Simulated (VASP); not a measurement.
Write the native input for VASP 6.6.1 that does the following.

* Task: relaxation of cell and atoms
* Functional: PBE
* Potentials or basis: VASP PAW PBE potentials, release 64 (Sn_d, Mn_pv)
* Cutoff: 500 eV
* k mesh: 10 × 10 × 10
* Occupations: gaussian, width 0.1 eV
* Spin: no spin polarisation
* Dipole correction: no
* Further INCAR settings: ALGO = Normal; EDIFF = 1e-07; IBRION = 2; EDIFFG = -0.01; NSW = 80; ISIF = 3

The structure of MnSn3 lies in POSCAR:

```
MnSn3
1.0
    4.6027677977      0.0000000000      0.0000000000
    0.0000000000      4.6027677977      0.0000000000
    0.0000000000      0.0000000000      4.6027677977
Sn Mn
3 1
Direct
    0.0000000000      0.5000000000      0.5000000000
    0.5000000000      0.0000000000      0.5000000000
    0.5000000000      0.5000000000      0.0000000000
    0.0000000000      0.0000000000      0.0000000000
```

The input as run:

INCAR

```
ALGO = Normal
EDIFF = 1E-7
EDIFFG = -0.01
ENCUT = 500
GGA = PE
GGA_COMPAT = False
IBRION = 2
ISIF = 3
ISMEAR = 0
LASPH = True
LCHARG = False
LREAL = False
LWAVE = False
NELM = 120
NELMIN = 4
NSW = 80
PREC = Accurate
SIGMA = 0.1
```

KPOINTS

```
k-points
0
Gamma
  10 10 10
```

Potentials or basis: VASP PAW PBE potentials, release 64 (Sn_d, Mn_pv).

Run with:

```console
$ cat potpaw_PBE.64/Sn_d/POTCAR potpaw_PBE.64/Mn_pv/POTCAR > POTCAR
$ mpirun -np 1 vasp_std > vasp.out
```

Results of the run:

```json
{
 "Relaxed volume": "21.82 Å³/atom",
 "Relaxed cell": "a = 4.436 Å, b = 4.436 Å, c = 4.436 Å, α = 90.00°, β = 90.00°, γ = 90.00°",
 "Space group after relaxing (to 0.1 Å)": "Pm-3m (No. 221)",
 "Energy gained by relaxing": "52.1 meV/atom",
 "Ionic steps": "3",
 "Pressure after relaxing": "0.1 GPa",
 "Band gap on the k mesh": "zero (an odd number of electrons rules out a gap without spin polarisation)"
}
```

Caveat: spin-orbit coupling is left out, which moves the levels of the heavy elements; the run has no spin polarisation, though such a crystal can be magnetic.

It took 2.9 min on 1 thread of Intel(R) Xeon(R) 6975P-C (Granite Rapids) (shared host), peak memory 0.3 GiB.
